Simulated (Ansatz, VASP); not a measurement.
**BeS in VASP and in Ansatz**

POSCAR

```
BeS
1.0
    3.4621570518      0.0000000000      0.0000000000
   -1.7310785259      2.9983159588      0.0000000000
    0.0000000000      0.0000000000      6.9924335752
Be S
2 2
Direct
    0.3333333333      0.6666666667      0.2500000000
    0.6666666667      0.3333333333      0.7500000000
    0.6666666667      0.3333333333      0.2500000000
    0.3333333333      0.6666666667      0.7500000000
```

INCAR.step1

```
SYSTEM = BeS
  PREC = Accurate
  ENCUT = 520
  EDIFF = 1E-5
  ISMEAR = 0
  SIGMA = 0.01
  LREAL = .FALSE.
  LASPH = .TRUE.
  NELM = 100
  ALGO = Normal
  ISIF = 2
  LWAVE = .TRUE.
  LCHARG = .FALSE.
  NBANDS = 16
  GGA = PE
```

Contents of INCAR.step2:

```
SYSTEM = BeS
  PREC = Accurate
  ENCUT = 520
  EDIFF = 1E-6
  ISMEAR = 0
  SIGMA = 0.01
  LREAL = .FALSE.
  LASPH = .TRUE.
  NELM = 100
  ALGO = Normal
  ISIF = 2
  LWAVE = .FALSE.
  LCHARG = .FALSE.
  GGA = PE
  LHFCALC = .TRUE.
  AEXX = 0.15
  PRECFOCK = Normal
  NBANDS = 16
  ISTART = 1
```

KPOINTS

```
regular mesh
0
G
  6 6 2
  0 0 0
```

Input for Ansatz:

```yaml
crystal:
  lattice:
    - [3.4621570518, 0.0, 0.0]
    - [-1.7310785259, 2.9983159588, 0.0]
    - [0.0, 0.0, 6.9924335752]
  atoms:
    - { symbol: Be, position: [0.3333333333, 0.6666666667, 0.25] }
    - { symbol: Be, position: [0.6666666667, 0.3333333333, 0.75] }
    - { symbol: S, position: [0.6666666667, 0.3333333333, 0.25] }
    - { symbol: S, position: [0.3333333333, 0.6666666667, 0.75] }
kpoints:
  mp_grid: { grid: [6, 6, 2] }
hamiltonian:
  xc: { exchange: pbe, correlation: pbe, exx: { coeff: 0.15 } }
scf:
  occupations: { method: fixed }
  n_extra_bands: 5
output:
  forces: true
  stress: true
  eigenvalues: true
```

Alike in both runs: task single point; functional PBE-based global hybrid with a share of 0.15 of exact exchange; k mesh 6 × 6 × 2; no spin polarisation.

```csv
,VASP,Ansatz
version,VASP 6.6.1,Ansatz 0.2.0
potentials or method,"VASP PAW PBE potentials, release 64 (Be, S)",plane waves
plane-wave cutoff (eV),520,420
occupations,"gaussian, width 0.01 eV",fixed
valence electrons in the cell,16,16
```

```tsv
	VASP	Ansatz	Ansatz less VASP
gap on the k mesh at the Fermi level (eV)	5.26	5.24	-0.025
pressure (GPa)	-0.1	-0.1	+0.08
traceless stress, the component that is largest in VASP (GPa)	0.40	0.41	+0.008
```

VASP's potentials were made for PBE, not for PBE-based global hybrid. Ansatz's warnings: stress exchange threshold loose, stress scf threshold loose.

The k mesh is coarse, so the values compare programs but aren't converged.
